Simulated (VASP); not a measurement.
Se, 2 atoms in the cell. It takes space group Cmcm (No. 63, orthorhombic). The conventional cell has a = 2.692 Å, b = 7.799 Å, c = 4.454 Å, α = 90.00°, β = 90.00°, γ = 90.00°. Within 3.2 Å of Se (site symmetry m2m) lie 4 Se at 2.44 to 2.69 Å. 

```yaml
Program: VASP 6.6.1
Task: single point
Functional: PBEsol
Potentials_or_basis: VASP PAW PBE potentials, release 64 (Se)
Cutoff: 520 eV
k_mesh: 8 × 8 × 4
Occupations: fermi-dirac, width 0.05 eV
Spin: no spin polarisation
Dipole_correction: no
Further_INCAR_settings: ALGO = Normal; EDIFF = 1e-07; NBANDS = 13
```

Potentials or basis: VASP PAW PBE potentials, release 64 (Se).

Command:

```console
$ cat potpaw_PBE.64/Se/POTCAR > POTCAR
$ mpirun -np 1 vasp_std > vasp.out
```

Hardware: 1 thread of AMD EPYC 7R13 Processor (Zen 3) (shared host).

Estimate the wall time of this run.

Run time: 51 s on 1 thread of AMD EPYC 7R13 Processor (Zen 3), with other jobs on the host, peak memory 0.16 GiB. Counts: scf iterations 12, k points 63.
